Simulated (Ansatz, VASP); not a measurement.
# Y: VASP beside Ansatz

```
CELL_PARAMETERS angstrom
3.64740 0.00000 0.00000
-1.82370 3.15874 0.00000
0.00000 0.00000 5.73060
ATOMIC_POSITIONS crystal
Y 0.66667 0.33333 0.75000
Y 0.33333 0.66667 0.25000
```

Alike in both runs: functional LDA; k mesh 8 × 8 × 5; occupations fermi-dirac, width 0.05 eV; no spin polarisation.

|  | VASP | Ansatz |
| --- | --- | --- |
| version | VASP 6.6.1 | Ansatz 0.2.0 |
| potentials or method | VASP PAW LDA potentials, release 64 (Y_sv), cutoff 520 eV | all-electron LAPW, scalar-relativistic |
| task | single point | band structure |

VASP gave:

```
gap on the k mesh at the Fermi level (eV)                     : none
pressure (GPa)                                                : -3.9
traceless stress, the component that is largest in VASP (GPa) : -0.32
```

**Question.** Which values does Ansatz return?

**Answer.** gap on the k mesh at the Fermi level (eV): none; pressure (GPa): -3.8; traceless stress, the component that is largest in VASP (GPa): -0.32.

LDA's correlation is that of Perdew and Zunger in VASP and of Perdew and Wang (1992) in Ansatz. A gap of «none» marks a metal or a gap that the smearing closes. Ansatz ran all-electron here, and VASP with PAW potentials.
